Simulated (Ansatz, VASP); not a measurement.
# CoO in VASP and in Ansatz

```
Co O
1.0
     0.00000    2.15955    2.15955
     2.15955    0.00000    2.15955
     2.15955    2.15955    0.00000
Co O
1 1
Direct
  0.00000 0.00000 0.00000
  0.50000 0.50000 0.50000
```

Alike in both runs: task single point; functional PBEsol; dispersion D4; k mesh 11 × 11 × 11; occupations fermi-dirac, width 0.05 eV; collinear spin.

```csv
,VASP,Ansatz
version,VASP 6.6.1,Ansatz 0.2.0
potentials or method,"VASP PAW PBE potentials, release 64 (Co_sv, O)",Ansatz PAW
plane-wave cutoff (eV),600,420
valence electrons in the cell,23,23
```

|  | VASP | Ansatz | Ansatz less VASP |
| --- | --- | --- | --- |
| gap on the k mesh at the Fermi level (eV) | none | none | - |
| pressure (GPa) | -20.3 | -18.1 | +2.20 |
| net moment per atom (μB) | 1.49 | 1.50 | +0.001 |
| size of the moment on the site where the two differ most (μB) | 0.32 | 0.35 | +0.025 |

VASP's potentials were made for PBE, not for PBEsol. Site moments also hang on the region over which each program counts them. A gap of «none» marks a metal or a gap that the smearing closes.
